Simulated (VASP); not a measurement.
# KF (F-43m) in VASP: a series of runs

Aim: see how the results for KF move with the level of theory and the settings. Levels: r2SCAN, PBE, LDA. Tasks: single point.

Everything below comes from runs of VASP 6.6.1. Logs are shortened: lines on timing, memory, paths and dates and some standing lists are left out, and cuts for length are marked.

## 1. The cell of the first run

It takes space group F-43m (No. 216, cubic). The conventional cell has a = 5.871 Å, b = 5.871 Å, c = 5.871 Å, α = 90.00°, β = 90.00°, γ = 90.00°. K (site symmetry -43m) has 4 F at 2.54 Å within 3.4 Å. Within 3.4 Å of F (site symmetry -43m) lie 4 K at 2.54 Å.

## 2. Single point, r2SCAN

File POSCAR:

```
KF
1.0
    0.0000000000      2.9354012355      2.9354012355
    2.9354012355      0.0000000000      2.9354012355
    2.9354012355      2.9354012355      0.0000000000
K F
1 1
Direct
    0.0000000000      0.0000000000      0.0000000000
    0.2500000000      0.2500000000      0.2500000000
```

File INCAR.step1:

```
SYSTEM = KF
PREC = Accurate ; ENCUT = 520
ISMEAR = -1 ; SIGMA = 0.02
LREAL = .False. ; LASPH = .True.
NELM = 80 ; NBANDS = 15
GGA = PE ; ALGO = Normal
EDIFF = 1E-4 ; LWAVE = .True.
LCHARG = .False.
```

File INCAR.step2:

```
SYSTEM = KF
PREC = Accurate ; ENCUT = 520
EDIFF = 1E-7 ; ISMEAR = -1
SIGMA = 0.02 ; LREAL = .False.
LASPH = .True. ; NELM = 80
ALGO = Normal ; ISIF = 2
LWAVE = .False. ; LCHARG = .False.
METAGGA = R2SCAN ; LMIXTAU = .True.
NBANDS = 15 ; ISTART = 1
```

File KPOINTS:

```
Automatic mesh
0
Gamma
  6 6 6
  0 0 0
```

Potentials or basis: VASP PAW PBE potentials, release 64 (K_sv, F).

Command:

```console
$ cat potpaw_PBE.64/K_sv/POTCAR potpaw_PBE.64/F/POTCAR > POTCAR
$ cp INCAR.step1 INCAR
$ mpirun -np 1 vasp_std > vasp.out
$ cp INCAR.step2 INCAR
$ mpirun -np 1 vasp_std > vasp.out
```

OUTCAR:

```text
SYSTEM = KF
   PREC = Accurate
   ENCUT = 520
   EDIFF = 1E-7
   ISMEAR = -1
   LREAL = .False.
   LASPH = .True.
   NELM = 80
   ISIF = 2
   METAGGA = R2SCAN
   ISTART = 1

 ion  position               nearest neighbor table
   1  0.000  0.000  0.000-   2 2.54   2 2.54   2 2.54   2 2.54
   2  0.250  0.250  0.250-   1 2.54   1 2.54   1 2.54   1 2.54

  LATTYP: Found a face centered cubic cell.
 ALAT       =     5.8708024710

  Lattice vectors:

 A1 = (   0.0000000000,   2.9354012355,   2.9354012355)
 A2 = (   2.9354012355,   0.0000000000,   2.9354012355)
 A3 = (   2.9354012355,   2.9354012355,   0.0000000000)

Analysis of symmetry for initial positions (statically):
=====================================================================
 Subroutine PRICEL returns:
 Original cell was already a primitive cell.

 Routine SETGRP: Setting up the symmetry group for a
 face centered cubic supercell.

 Subroutine GETGRP returns: Found 24 space group operations
 (whereof 24 operations were pure point group operations)
 out of a pool of 48 trial point group operations.

The static configuration has the point symmetry T_d .

Analysis of symmetry for dynamics (positions and initial velocities):
=====================================================================
 Subroutine PRICEL returns:
 Original cell was already a primitive cell.

 Routine SETGRP: Setting up the symmetry group for a
 face centered cubic supercell.

 Subroutine GETGRP returns: Found 24 space group operations
 (whereof 24 operations were pure point group operations)
 out of a pool of 48 trial point group operations.

The dynamic configuration has the point symmetry T_d .

 Subroutine INISYM returns: Found 24 space group operations
 (whereof 24 operations are pure point group operations),
 and found     1 'primitive' translations

----------------------------------------------------------------------------------------

                                     Primitive cell

  volume of cell :      50.5862

  direct lattice vectors                    reciprocal lattice vectors
     0.000000000  2.935401236  2.935401236    -0.170334465  0.170334465  0.170334465
     2.935401236  0.000000000  2.935401236     0.170334465 -0.170334465  0.170334465
     2.935401236  2.935401236  0.000000000     0.170334465  0.170334465 -0.170334465

  length of vectors
     4.151284238  4.151284238  4.151284238     0.295027948  0.295027948  0.295027948

  position of ions in fractional coordinates (direct lattice)
     0.000000000  0.000000000  0.000000000
     0.250000000  0.250000000  0.250000000

  ion indices of the primitive-cell ions
   primitive index   ion index
                 1           1
                 2           2

----------------------------------------------------------------------------------------

 KPOINTS: Automatic mesh

Automatic generation of k-mesh.
 Grid dimensions read from file:
 generate k-points for:    6    6    6

 Generating k-lattice:

  Cartesian coordinates                     Fractional coordinates (reciprocal lattice)
    -0.028389078  0.028389078  0.028389078     0.166666667  0.000000000  0.000000000
     0.028389078 -0.028389078  0.028389078     0.000000000  0.166666667  0.000000000
     0.028389078  0.028389078 -0.028389078     0.000000000  0.000000000  0.166666667

  Length of vectors
     0.049171325  0.049171325  0.049171325

  Shift w.r.t. Gamma in fractional coordinates (k-lattice)
     0.000000000  0.000000000  0.000000000

 Subroutine IBZKPT returns following result:
 ===========================================

 Found     16 irreducible k-points:

 Following reciprocal coordinates:
            Coordinates               Weight
  0.000000  0.000000  0.000000      1.000000
  0.166667  0.000000  0.000000      8.000000
  0.333333  0.000000  0.000000      8.000000
  0.500000  0.000000  0.000000      4.000000
  0.166667  0.166667  0.000000      6.000000
  0.333333  0.166667  0.000000     24.000000
[... 8 lines left out ...]
 -0.333333  0.333333  0.166667     24.000000
 -0.333333  0.500000  0.166667     12.000000
   k-points           NKPTS =     16   k-points in BZ     NKDIM =     16   number of bands    NBANDS=     15
   number of dos      NEDOS =    301   number of ions     NIONS =      2
   total plane-waves  NPLWV =  32768
   dimension x,y,z NGX =    32 NGY =   32 NGZ =   32
   dimension x,y,z NGXF=    64 NGYF=   64 NGZF=   64
   ions per type =               1   1
   NGX,Y,Z   is equivalent  to a cutoff of  12.81, 12.81, 12.81 a.u.
   NGXF,Y,Z  is equivalent  to a cutoff of  25.63, 25.63, 25.63 a.u.
 SYSTEM =  KF
   PREC   = accura    normal or accurate (medium, high low for compatibility)
   ISTART =      1    job   : 0-new  1-cont  2-samecut
   ICHARG =      0    charge: 1-file 2-atom 10-const
   ISPIN  =      1    spin polarized calculation?
   LNONCOLLINEAR =      F non collinear calculations
   LSORBIT =      F    spin-orbit coupling
   LASPH  =      T    aspherical Exc in radial PAW
   ENCUT  =  520.0 eV  38.22 Ry    6.18 a.u.   7.72  7.72  7.72*2*pi/ulx,y,z
   NELM   =     80;   NELMIN=  2; NELMDL=  0     # of ELM steps
   EDIFF  = 0.1E-06   stopping-criterion for ELM
   LREAL  =      F    real-space projection
   EDIFFG = 0.1E-05   stopping-criterion for IOM
   NSW    =      0    number of steps for IOM
   IBRION =     -1    ionic relax: 0-MD 1-quasi-New 2-CG
   NFREE  =      0    steps in history (QN), initial steepest desc. (CG)
   ISIF   =      2    stress and relaxation
   ISYM   =      2    0-nonsym 1-usesym 2-fastsym
   POTIM  = 0.5000    time-step for ionic-motion
   TEBEG  =    0.0;   TEEND  =   0.0 temperature during run
   PSTRESS=    0.0 pullay stress
   NELECT =      16.0000    total number of electrons
   NUPDOWN=      -1.0000    fix difference up-down
   EMIN   =  10.00;   EMAX   =-10.00  energy-range for DOS
   EFERMI =   0.00;   METHOD = LEGACY
   ISMEAR =    -1;   SIGMA  =   0.02  broadening in eV -4-tet -1-fermi 0-gaus
   EFERMI_NEDOS =   21; number of points for ismear=-14 and -15
   IALGO  =     38    algorithm
   IMIX   =      4    mixing-type and parameters
     AMIX     =   0.40;   BMIX     =  1.00
     AMIX_MAG =   1.60;   BMIX_MAG =  1.00
  volume/ion in A,a.u.               =      25.29       170.69
  Fermi-wavevector in a.u.,A,eV,Ry     =   1.115417  2.107833 16.927765  1.244156
  Thomas-Fermi vector in A             =   2.252022
   LORBIT       =      0    0 simple, 1 ext, 2 COOP (PROOUT), +10 PAW based schemes
   METAGGA = R2SCAN    functional components
   LHFCALC =     F    Hartree Fock is set to
   AEXX    =    0.0000 exact exchange contribution
   IVDW    =     0    specifies the selected vdW correction
   LEPSILON=     F    determine dielectric tensor
   LRPA    =     F    only Hartree local field effects (RPA)
 non-spin polarized calculation
  energy-cutoff  :      520.00
  volume of cell :       50.59
 maximum number of plane-waves:      1380
   NGX = 15   NGY = 15   NGZ = 15

 number of electron      15.9999996 magnetization

 Free energy of the ion-electron system (eV)
  ---------------------------------------------------
  ext. energy  EPLUGINS =         0.00000000
  ---------------------------------------------------
  free energy    TOTEN  =       -14.70609937 eV

  energy without entropy =      -14.70609937  energy(sigma->0) =      -14.70609937

 E-fermi :  -3.5652     XC(G=0):  -7.3388

 val. band max:       -4.1303959243   @ k =  -0.3333   0.5000   0.1667
 cond. band min:       1.6127912465   @ k =   0.0000   0.0000   0.0000
 fundamental gap:      5.7431871708
 Fermi energy:        -3.5651545184

 k-point     1 :       0.0000    0.0000    0.0000
  band No.  band energies     occupation
      1     -31.3493      2.00000
      2     -23.8015      2.00000
      3     -13.9838      2.00000
      4     -13.9838      2.00000
      5     -13.9838      2.00000
      6      -4.3354      2.00000
      7      -4.3354      2.00000
      8      -4.3354      2.00000
      9       1.6128      0.00000
     10       8.5139      0.00000
     11       8.5139      0.00000
     12       8.6351      0.00000
     13       8.6351      0.00000
     14       8.6351      0.00000
     15      13.6407      0.00000

 k-point     2 :       0.1667    0.0000    0.0000
  band No.  band energies     occupation
      1     -31.3388      2.00000
      2     -23.8213      2.00000
      3     -14.0106      2.00000
      4     -13.9958      2.00000
      5     -13.9958      2.00000
      6      -4.3730      2.00000
      7      -4.3120      2.00000
      8      -4.3120      2.00000
      9       2.1461      0.00000
     10       8.0267      0.00000
     11       8.0267      0.00000
     12       8.1019      0.00000
     13       9.1057      0.00000
     14       9.1057      0.00000
     15      11.9081      0.00000

 k-point     3 :       0.3333    0.0000    0.0000
  band No.  band energies     occupation
      1     -31.3178      2.00000
      2     -23.8607      2.00000
      3     -14.0666      2.00000
      4     -14.0195      2.00000
      5     -14.0195      2.00000
      6      -4.3963      2.00000
      7      -4.2672      2.00000
      8      -4.2672      2.00000
      9       3.3893      0.00000
     10       6.8429      0.00000
     11       7.6723      0.00000
     12       7.6723      0.00000
     13       9.5582      0.00000
     14       9.5582      0.00000
     15      10.9153      0.00000
[... 199 lines left out ...]
 k-point    15 :      -0.3333    0.3333    0.1667
  band No.  band energies     occupation
      1     -31.2968      2.00000
      2     -23.8996      2.00000
      3     -14.1716      2.00000
      4     -14.0804      2.00000
      5     -13.9534      2.00000
      6      -4.3749      2.00000
      7      -4.2878      2.00000
      8      -4.1634      2.00000
      9       4.5654      0.00000
     10       5.4024      0.00000
     11       7.8194      0.00000
     12       8.4594      0.00000
     13       9.6565      0.00000
     14      10.4005      0.00000
     15      10.9547      0.00000

 k-point    16 :      -0.3333    0.5000    0.1667
  band No.  band energies     occupation
      1     -31.2934      2.00000
      2     -23.9060      2.00000
      3     -14.1583      2.00000
      4     -14.1086      2.00000
      5     -13.9534      2.00000
      6      -4.4547      2.00000
      7      -4.2274      2.00000
      8      -4.1304      2.00000
      9       4.7164      0.00000
     10       5.0041      0.00000
     11       8.4510      0.00000
     12       8.9400      0.00000
     13       9.9461      0.00000
     14      10.2852      0.00000
     15      10.8101      0.00000

------------------------ aborting loop because EDIFF is reached ----------------------------------------

  FORCE on cell =-STRESS in cart. coord.  units (eV):
  Direction    XX          YY          ZZ          XY          YZ          ZX
  --------------------------------------------------------------------------------------
  -------------------------------------------------------------------------------------
  Total        0.0055848      0.0055848      0.0055848      0.0000000      0.0000000      0.0000000
  in kB        0.1768818      0.1768818      0.1768818      0.0000000      0.0000000      0.0000000
  external PRESSURE =       0.1768818 kB  Pullay stress =       0.0000000 kB

 VOLUME and BASIS-vectors are now :
 -----------------------------------------------------------------------------
  energy-cutoff  :      520.00
  volume of cell :       50.59
      direct lattice vectors                 reciprocal lattice vectors
     0.000000000  2.935401236  2.935401236    -0.170334465  0.170334465  0.170334465
     2.935401236  0.000000000  2.935401236     0.170334465 -0.170334465  0.170334465
     2.935401236  2.935401236  0.000000000     0.170334465  0.170334465 -0.170334465

 POSITION                                       TOTAL-FORCE (eV/Angst)
 -----------------------------------------------------------------------------------
      0.00000      0.00000      0.00000         0.000000      0.000000      0.000000
      1.46770      1.46770      1.46770        -0.000000     -0.000000     -0.000000
 -----------------------------------------------------------------------------------
    total drift:                               -0.000000     -0.000000     -0.000000

  FREE ENERGIE OF THE ION-ELECTRON SYSTEM (eV)
  ---------------------------------------------------
  free  energy   TOTEN  =       -14.7060993695 eV

  energy  without entropy=      -14.7060993695  energy(sigma->0) =      -14.70609937
```

It took 80 s on 1 thread of Intel Xeon 8259CL, shared host; peak memory 0.19 GiB.

Results:

| Item | Value |
| --- | --- |
| Free energy | -14.7061 eV |
| Pressure | 0.0 GPa |
| Band gap on the k mesh | 5.74 eV (least direct gap 5.95 eV) |

Caveat: the structure was generated, so it needn't be the stable form of KF; the PAW data sets were made with another functional, which shifts forces and pressure a little. A k mesh can miss the band edges.

## 3. Single point, PBE

File INCAR:

```
ALGO = Normal
EDIFF = 1E-7
ENCUT = 520
GGA = PE
ISIF = 2
ISMEAR = -1
LASPH = True
LCHARG = False
LREAL = False
LWAVE = False
NBANDS = 15
NELM = 100
PREC = Accurate
SIGMA = 0.02
```

File KPOINTS:

```
k-points
0
Gamma
  8 8 8
```

POSCAR is that of step 2.

Potentials or basis: VASP PAW PBE potentials, release 64 (K_sv, F).

Command:

```console
$ cat potpaw_PBE.64/K_sv/POTCAR potpaw_PBE.64/F/POTCAR > POTCAR
$ mpirun -np 1 vasp_std > vasp.out
```

Run time: 29 s. Hardware: 1 thread of Intel Xeon 8259CL, shared host; peak memory 0.18 GiB.

The run converged. Its results:

| Item | Value |
| --- | --- |
| Free energy | -8.1213 eV |
| Pressure | 0.9 GPa |
| Band gap on the k mesh | 5.16 eV (least direct gap 5.37 eV) |

Levels at points of the mesh, in eV from the valence-band top:
```tsv
k point	band 6	band 7	band 8	band 9	band 10	band 11
(0.00, 0.00, 0.00)	-0.21	-0.21	-0.21	5.16	11.76	11.76
(0.50, 0.00, 0.00)	-0.27	-0.12	-0.12	8.00	9.21	10.90
(0.50, 0.50, 0.00)	-0.45	0.00	0.00	8.26	8.38	12.31
```

Caveat: the structure was generated, so it needn't be the stable form of KF. A k mesh can miss the band edges.

## 4. Single point, LDA

File INCAR:

```
SYSTEM = KF
PREC = Accurate ; ENCUT = 520
EDIFF = 1E-6 ; ISMEAR = 0
SIGMA = 0.01 ; LREAL = .FALSE.
LASPH = .TRUE. ; NELM = 60
ALGO = Normal ; ISIF = 2
LWAVE = .FALSE. ; LCHARG = .FALSE.
GGA = CA ; NBANDS = 15
```

File KPOINTS:

```
Automatic mesh
0
G
  8 8 8
  0 0 0
```

POSCAR is that of step 3.

Potentials or basis: VASP PAW LDA potentials, release 64 (K_sv, F).

Command:

```console
$ cat potpaw_LDA.64/K_sv/POTCAR potpaw_LDA.64/F/POTCAR > POTCAR
$ mpirun -np 1 vasp_std > vasp.out
```

It took 26 s on 1 thread of Intel Xeon 8259CL, shared host; peak memory 0.16 GiB.

Results (log left out):

```
Free energy            : -8.7552 eV
Pressure               : -2.0 GPa
Band gap on the k mesh : 4.92 eV (least direct gap 5.14 eV)
```

Levels at points of the mesh, in eV from the valence-band top:
```
           k point  band 4  band 5  band 6  band 7  band 8  band 9  band 10  band 11  band 12  band 13
(0.00, 0.00, 0.00)   -9.35   -9.35   -0.22   -0.22   -0.22    4.92    11.68    11.68    11.81    11.81
(0.50, 0.00, 0.00)   -9.40   -9.40   -0.29   -0.13   -0.13    7.80     8.97    10.76    10.76    12.96
(0.50, 0.50, 0.00)   -9.49   -9.37   -0.48    0.00    0.00    8.06     8.17    12.18    12.89    12.93
```

Caveat: the structure was generated, so it needn't be the stable form of KF. A k mesh can miss the band edges.

(Part 1 of 2 ends here.)
